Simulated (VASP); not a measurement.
A run of VASP 6.6.1 is set up as follows.

The input INCAR:

```
SYSTEM = Ca
PREC = Accurate
ENCUT = 520
EDIFF = 1E-6
ISMEAR = -1
SIGMA = 0.08
LREAL = .FALSE.
LASPH = .TRUE.
NELM = 100
ALGO = Normal
ISIF = 2
LWAVE = .FALSE.
LCHARG = .FALSE.
GGA = PE
NBANDS = 17
```

File KPOINTS:

```
regular mesh
0
G
  9 9 9
  0 0 0
```

The input POSCAR:

```
Ca
1.0
    0.0000000000      3.7917683666      3.7917683666
    3.7917683666      0.0000000000      3.7917683666
    3.7917683666      3.7917683666      0.0000000000
Ca
2
Direct
   -0.1250000000     -0.1250000000     -0.1250000000
    0.1250000000      0.1250000000      0.1250000000
```

Potentials or basis: VASP PAW PBE potentials, release 64 (Ca_sv).

The run is started by

```console
$ cat potpaw_PBE.64/Ca_sv/POTCAR > POTCAR
$ mpirun -np 1 vasp_std > vasp.out
```

Predict the pressure.

2.2 GPa.

What does it give for the band gap on the k mesh?

Zero (bands 10 and 11 overlap by 1.16 eV).
